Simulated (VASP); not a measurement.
Te5Pd:

```
Te Pd
1.0
     3.26577    1.88549    5.74867
    -3.26577    1.88549    5.74867
     0.00000   -3.77099    5.74867
Te Pd
5 1
Direct
  0.15144 0.15144 0.15144
  0.60535 0.39465 0.00000
  0.00000 0.60535 0.39465
  0.84856 0.84856 0.84856
  0.39465 0.00000 0.60535
  0.50000 0.50000 0.50000
```

The cell was generated, and may not be a known phase.

| Quantity | Value |
| --- | --- |
| Program | VASP 6.6.1 |
| Task | relaxation of cell and atoms |
| Functional | PBE |
| Potentials or basis | VASP PAW PBE potentials, release 64 (Te, Pd) |
| Cutoff | 600 eV |
| k mesh | 3 × 3 × 3 |
| Occupations | gaussian, width 0.1 eV |
| Spin | no spin polarisation |

At the start: pressure -8.5 GPa; volume 35.40 Å³/atom.

Question: How do energy, volume and symmetry change on relaxing?

Answer: Over 14 steps the energy falls by 330.9 meV/atom and the volume is 26.58 Å³/atom (-24.9 %); space group R32 (No. 155, to 0.1 Å) before and after.

Step by step:
| step | energy change (eV) | largest force (eV/Å) | pressure (GPa) | volume (Å³) |
| --- | --- | --- | --- | --- |
| 1 | 0.0000 | 0.1243 | -8.46 | 212.39 |
| 2 | -1.8702 | 0.3776 | -0.14 | 159.96 |
| 3 | -1.8704 | 0.3826 | 0.00 | 159.56 |
| 4 | -1.9028 | 0.3679 | 0.03 | 159.12 |
| 5 | -1.9693 | 0.2165 | 0.34 | 157.81 |
| 6 | -1.8384 | 0.6772 | 2.20 | 155.19 |
| 7 | -1.9756 | 0.1346 | 0.56 | 157.40 |
| 8 | -1.9760 | 0.1055 | 0.60 | 157.28 |
| 9 | -1.9752 | 0.0885 | -0.84 | 161.25 |
| 10 | -1.9806 | 0.0848 | -0.11 | 159.15 |
| 11 | -1.9833 | 0.0551 | -0.06 | 159.08 |
| 12 | -1.9851 | 0.0438 | 0.05 | 158.97 |
| 13 | -1.9852 | 0.0426 | 0.06 | 158.96 |
| 14 | -1.9855 | 0.0163 | -0.10 | 159.46 |

Final structure:
```
Te Pd
1.0
     2.95618    1.70675    5.26759
    -2.95618    1.70675    5.26759
     0.00000   -3.41350    5.26759
Te Pd
5 1
Direct
  0.14301 0.14301 0.14301
  0.61893 0.38107 0.00000
  0.00000 0.61893 0.38107
  0.85699 0.85699 0.85699
  0.38107 0.00000 0.61893
  0.50000 0.50000 0.50000
```

Caveat: the k points lie up to 0.43 Å⁻¹ apart in the final cell; the volume moved by over 15 % at a fixed basis, so the end points are rough.
